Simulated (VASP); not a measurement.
Runs of VASP 6.6.1 on NaI. The structure is that of space group I4/mmm (No. 139), or close to it. The cells are those of the table. 

| cell | gap on the mesh (eV) | pressure (GPa) |
| --- | --- | --- |
| a = 4.579, b = 4.579, c = 4.440 Å, angles 61.0, 61.0, 58.0°, 2 atoms | 3.70 | (a) |
| a = 4.509, b = 4.509, c = 4.577 Å, angles 59.5, 59.5, 61.0°, 2 atoms | 3.71 | 1.0 |
| a = 4.646, b = 4.646, c = 4.714 Å, angles 59.5, 59.5, 61.0°, 2 atoms | 3.48 | (b) |
| a = 4.612, b = 4.612, c = 4.714 Å, angles 59.3, 59.3, 61.5°, 2 atoms | 3.51 | -0.2 |
| a = 4.579, b = 4.579, c = 4.714 Å, angles 59.0, 59.0, 62.0°, 2 atoms | 3.55 | 0.1 |

Alike in all rows: task single point; level PBE; potentials or basis VASP PAW PBE potentials, release 64 (Na_pv, I); no spin polarisation; k mesh 6 × 6 × 6; cutoff (eV) 520; smearing gaussian 0.05 eV.

Question: Estimate the missing entries.

Answer: (a) 1.2; (b) -0.4.

Caveats: spin-orbit coupling is left out, which moves the levels of the heavy elements.

A k mesh can miss the band edges, and the runs leave out spin-orbit coupling on I.
